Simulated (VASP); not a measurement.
# ZnS: relaxation of cell and atoms with PBE

Crystal: ZnS.

```
CELL_PARAMETERS angstrom
0.00000 2.70200 2.70200
2.70200 0.00000 2.70200
2.70200 2.70200 0.00000
ATOMIC_POSITIONS crystal
Zn 0.25000 0.25000 0.25000
S 0.00000 0.00000 0.00000
```

```json
{
 "Program": "VASP 6.6.1",
 "Task": "relaxation of cell and atoms",
 "Functional": "PBE",
 "Potentials or basis": "VASP PAW PBE potentials, release 64 (Zn, S)",
 "Cutoff": "600 eV",
 "k mesh": "10 × 10 × 10",
 "Occupations": "gaussian, width 0.02 eV",
 "Spin": "no spin polarisation",
 "Dipole correction": "no",
 "Further INCAR settings": "ALGO = Normal; EDIFF = 1e-06; IBRION = 2; EDIFFG = -0.005; NSW = 100; ISIF = 3"
}
```

- Relaxed volume: 20.21 Å³/atom
- Relaxed cell: a = 3.852 Å, b = 3.852 Å, c = 3.852 Å, α = 60.00°, β = 60.00°, γ = 60.00°
- Space group after relaxing (to 0.05 Å): F-43m (No. 216)
- Energy gained by relaxing: 2.6 meV/atom
- Ionic steps: 6
- Pressure after relaxing: 0.0 GPa
- Band gap on the k mesh: 2.01 eV, direct

Step by step:
```csv
step,energy change (eV),largest force (eV/Å),pressure (GPa),volume (Å³)
1,0.0000,0.0000,1.79,39.45
2,-0.0046,0.0000,-0.52,40.72
3,-0.0051,0.0000,0.06,40.40
4,-0.0051,0.0000,-0.05,40.44
5,-0.0051,0.0000,0.04,40.40
6,-0.0051,0.0000,-0.01,40.42
```

Final structure:
```cif
data_structure
_symmetry_space_group_name_H-M 'P 1'
_symmetry_Int_Tables_number 1
_cell_length_a 3.8520
_cell_length_b 3.8520
_cell_length_c 3.8520
_cell_angle_alpha 60.000
_cell_angle_beta 60.000
_cell_angle_gamma 60.000
_cell_volume 40.42
loop_
_atom_site_label
_atom_site_type_symbol
_atom_site_fract_x
_atom_site_fract_y
_atom_site_fract_z
_atom_site_occupancy
Zn1 Zn 0.25000 0.25000 0.25000 1
S1 S 0.00000 0.00000 0.00000 1
```

Levels at points of the mesh, in eV from the valence-band top:
```
           k point  band 6  band 7  band 8  band 9  band 10  band 11  band 12  band 13
(0.00, 0.00, 0.00)   -5.78    0.00    0.00    0.00     2.01     6.41     6.41     6.41
(0.50, 0.00, 0.00)   -5.58   -5.13   -0.83   -0.83     3.26     6.94     6.94     8.79
(0.50, 0.50, 0.00)   -5.57   -4.46   -2.13   -2.13     3.46     4.07    10.81    11.81
```

Run time: 37 s on 1 thread of Intel(R) Xeon(R) Platinum 8559C (Emerald Rapids), on a shared host, peak memory 0.18 GiB.

A hybrid or GW would open this gap; PBE tends to underestimate it. PBE usually gives volumes a little too large and moduli too small.
